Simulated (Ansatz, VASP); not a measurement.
Two plane-wave programs on Co

```xyz
2
Lattice="2.4274 0.0000 0.0000 -1.2137 2.1022 0.0000 0.0000 0.0000 3.9230" Properties=species:S:1:pos:R:3 pbc="T T T"
Co    0.0000    1.4014    0.9808
Co    1.2137    0.7007    2.9423
```

Alike in both runs: task single point; functional LDA; k mesh 15 × 15 × 8; occupations fermi-dirac, width 0.05 eV; non-collinear spin, spin-orbit coupling.

|  | VASP | Ansatz |
| --- | --- | --- |
| version | VASP 6.6.1 | Ansatz 0.2.0 |
| potentials or method | VASP PAW LDA potentials, release 64 (Co), cutoff 520 eV | plane waves (420 eV) with PAW, fully relativistic with spin-orbit coupling |
| valence electrons in the cell | 18 | 34 |

```tsv
	VASP	Ansatz	Ansatz less VASP
net moment per atom (μB)	1.49	1.52	+0.032
```

Ansatz warns that its potentials were made for another functional, while VASP's fit it. LDA's correlation is that of Perdew and Zunger in VASP and of Perdew and Wang (1992) in Ansatz. VASP's potentials hold 18 valence electrons a cell and Ansatz's 34, so a difference there can come from the potentials and not from the codes.
